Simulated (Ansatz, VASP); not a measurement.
**One calculation of Cu, two programs**

INCAR

```
PREC = Accurate
ENCUT = 600
EDIFF = 1E-6
ISMEAR = -1
SIGMA = 0.05
LREAL = F
LASPH = T
NELM = 120
ALGO = Normal
ISIF = 2
LWAVE = F
LCHARG = F
NBANDS = 18
GGA_COMPAT = F
```

File KPOINTS:

```
regular mesh
0
Gamma
  11 11 11
```

POSCAR

```
Cu
1.0
    1.1935901047     -3.8952046620      0.0000000000
    1.1935901047      3.8952046620      0.0000000000
    0.0000000000      0.0000000000      2.4249610270
Cu
2
Direct
    0.8661333500      0.1338666500      0.7500000000
    0.1338666500      0.8661333500      0.2500000000
```

Contents of input.yaml:

```yaml
crystal:
  lattice:
    - [1.1935901047, -3.895204662, 0.0]
    - [1.1935901047, 3.895204662, 0.0]
    - [0.0, 0.0, 2.424961027]
  atoms:
    - { symbol: Cu, position: [0.86613335, 0.13386665, 0.75] }
    - { symbol: Cu, position: [0.13386665, 0.86613335, 0.25] }
kpoints:
  mp_grid: { grid: [11, 11, 11] }
scf:
  occupations: { method: fermi_dirac, width: 0.05 }
hamiltonian:
  xc: lda
  pseudopotentials: { kind: all_electron, lapw: { basis_error: 0.001 } }
output:
  forces: true
  stress: true
  eigenvalues: true
```

Change from the starting cell: volume scaled by 0.94.

Alike in both runs: task single point; functional LDA; k mesh 11 × 11 × 11; occupations fermi-dirac, width 0.05 eV; no spin polarisation.

|  | VASP | Ansatz |
| --- | --- | --- |
| version | VASP 6.6.1 | Ansatz 0.2.0 |
| potentials or method | VASP PAW LDA potentials, release 64 (Cu), cutoff 600 eV | all-electron LAPW, scalar-relativistic |

|  | VASP | Ansatz | Ansatz less VASP |
| --- | --- | --- | --- |
| gap on the k mesh at the Fermi level (eV) | none | none | - |
| pressure (GPa) | 3.1 | 2.2 | -0.98 |
| traceless stress, the component that is largest in VASP (GPa) | 0.67 | 0.60 | -0.066 |
| rms of the force components (eV/Å) | 0.027 | 0.023 | -0.0040 |

LDA's correlation is that of Perdew and Zunger in VASP and of Perdew and Wang (1992) in Ansatz. Atom by atom the forces differ by 0.004 eV/Å (rms over components). A gap of «none» marks a metal or a gap that the smearing closes. Ansatz ran all-electron here, and VASP with PAW potentials.
